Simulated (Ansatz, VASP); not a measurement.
## Two plane-wave programs on CsSnI3

The input INCAR:

```
SYSTEM = CsSnI3
PREC = Accurate ; ENCUT = 520
EDIFF = 1E-8 ; ISMEAR = 0
SIGMA = 0.01 ; LREAL = .FALSE.
LASPH = .TRUE. ; NELM = 100
ALGO = Normal ; ISIF = 2
LWAVE = .FALSE. ; LCHARG = .FALSE.
GGA = PE ; LEFG = .TRUE.
NBANDS = 55
```

The input KPOINTS:

```
Automatic mesh
0
G
  3 3 3
  0 0 0
```

Contents of POSCAR:

```
CsSnI3
1.0
    0.0000000000      6.2057000000      6.2057000000
    6.2057000000      0.0000000000      6.2057000000
    6.2057000000      6.2057000000      0.0000000000
Cs Sn I
2 2 6
Direct
    0.0000000000      0.0000000000      0.0000000000
    0.5000000000      0.5000000000      0.5000000000
    0.2500000000      0.2500000000      0.2500000000
    0.7500000000      0.7500000000      0.7500000000
    0.5000000000      0.0000000000      0.0000000000
    0.0000000000      0.5000000000      0.5000000000
    0.0000000000      0.5000000000      0.0000000000
    0.5000000000      0.0000000000      0.5000000000
    0.0000000000      0.0000000000      0.5000000000
    0.5000000000      0.5000000000      0.0000000000
```

Input for Ansatz:

```yaml
crystal:
  lattice:
    - [0.0, 6.2057, 6.2057]
    - [6.2057, 0.0, 6.2057]
    - [6.2057, 6.2057, 0.0]
  atoms:
    - { symbol: Cs, position: [0.0, 0.0, 0.0] }
    - { symbol: Cs, position: [0.5, 0.5, 0.5] }
    - { symbol: Sn, position: [0.25, 0.25, 0.25] }
    - { symbol: Sn, position: [0.75, 0.75, 0.75] }
    - { symbol: I, position: [0.5, 0.0, 0.0] }
    - { symbol: I, position: [0.0, 0.5, 0.5] }
    - { symbol: I, position: [0.0, 0.5, 0.0] }
    - { symbol: I, position: [0.5, 0.0, 0.5] }
    - { symbol: I, position: [0.0, 0.0, 0.5] }
    - { symbol: I, position: [0.5, 0.5, 0.0] }
kpoints:
  mp_grid: { grid: [3, 3, 3] }
scf:
  occupations: { method: fixed }
hamiltonian:
  xc: pbe
  pseudopotentials: { kind: paw }
output:
  forces: true
  efg:
    quadrupole_moments_barn: { Cs: -0.00343, Sn: -0.132, I: -0.68822 }
    contact_densities: true
  core_levels:
    shells: { I: "3d", Sn: "3d", Cs: "3d" }
    counted_from: valence_top
    eps_inf: [7.84, 7.84, 7.84]
```

Alike in both runs: task electric field gradients; functional PBE; k mesh 3 × 3 × 3; no spin polarisation.

|  | VASP | Ansatz |
| --- | --- | --- |
| version | VASP 6.6.1 | Ansatz 0.2.0 |
| potentials or method | VASP PAW PBE potentials, release 64 (Cs_sv, Sn_d, I) | plane-wave PAW, scalar-relativistic |
| plane-wave cutoff (eV) | 520 | 420 |
| occupations | gaussian, width 0.01 eV | fixed |
| valence electrons in the cell | 88 | 148 |

```tsv
	VASP	Ansatz	Ansatz less VASP
gap on the k mesh at the Fermi level (eV)	0.31	0.31	+0.006
size of Vzz on the site where it differs most (V/Å²)	388.3	400.8	+12.52
```

VASP's potentials hold 88 valence electrons a cell and Ansatz's 148, so a difference there can come from the potentials and not from the codes.

Spin-orbit coupling is off throughout.
